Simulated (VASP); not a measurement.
Set up this calculation in VASP 6.6.1, as the native input.

* Task: single point
* Functional: PBE
* Potentials or basis: VASP PAW PBE potentials, release 64 (Ta_pv, N)
* Cutoff: 520 eV
* k mesh: 15 × 15 × 8
* Occupations: gaussian, width 0.1 eV
* Spin: no spin polarisation
* Dipole correction: no
* Further INCAR settings: ALGO = Normal; EDIFF = 1e-07; NBANDS = 24

The structure of TaN lies in POSCAR:

```
TaN
1.0
    3.0500010905      0.0000000000      0.0000000000
   -1.5250005453      2.6413784260      0.0000000000
    0.0000000000      0.0000000000      4.9400000000
Ta N
2 2
Direct
    0.3333333333      0.6666666667      0.0000000000
    0.6666666667      0.3333333333      0.5000000000
    0.3333333333      0.6666666667      0.3850000000
    0.6666666667      0.3333333333      0.8850000000
```

The input as run:

INCAR

```
SYSTEM = TaN
PREC     = Accurate       ! precision mode
ENCUT    = 520            ! plane-wave cutoff, eV
EDIFF    = 1E-7           ! SCF threshold, eV
ISMEAR   = 0              ! smearing method
SIGMA    = 0.1            ! smearing width, eV
LREAL    = .FALSE.        ! projectors in reciprocal space
LASPH    = .TRUE.         ! aspherical terms in the spheres
NELM     = 80             ! most SCF steps
ALGO     = Normal         ! electronic algorithm
ISIF     = 2              ! what is computed and relaxed
LWAVE    = .FALSE.        ! write WAVECAR
LCHARG   = .TRUE.         ! write CHGCAR
GGA      = PE             ! functional
LELF     = .TRUE.         ! ELF
LVHAR    = .TRUE.       
NBANDS   = 24             ! bands
```

KPOINTS

```
Automatic mesh
0
G
  15 15 8
  0 0 0
```

Potentials or basis: VASP PAW PBE potentials, release 64 (Ta_pv, N).

Run with:

```bash
$ cat potpaw_PBE.64/Ta_pv/POTCAR potpaw_PBE.64/N/POTCAR > POTCAR
$ mpirun -np 1 vasp_std > vasp.out
```

Results of the run:

```json
{
 "Pressure": "140.3 GPa",
 "Largest force": "2.392 eV/Å",
 "Band gap on the k mesh": "zero (band 16 reaches 11.00 eV, above the bottom of band 17 at 8.14 eV)"
}
```

Caveat: spin-orbit coupling is left out, which moves the levels of the heavy elements; forces of over 1 eV/Å act on the atoms, so gaps and moduli don't describe the material at rest.

It took 38 s on 1 thread of Intel(R) Xeon(R) 6975P-C (Granite Rapids), on a shared host, peak memory 0.24 GiB.
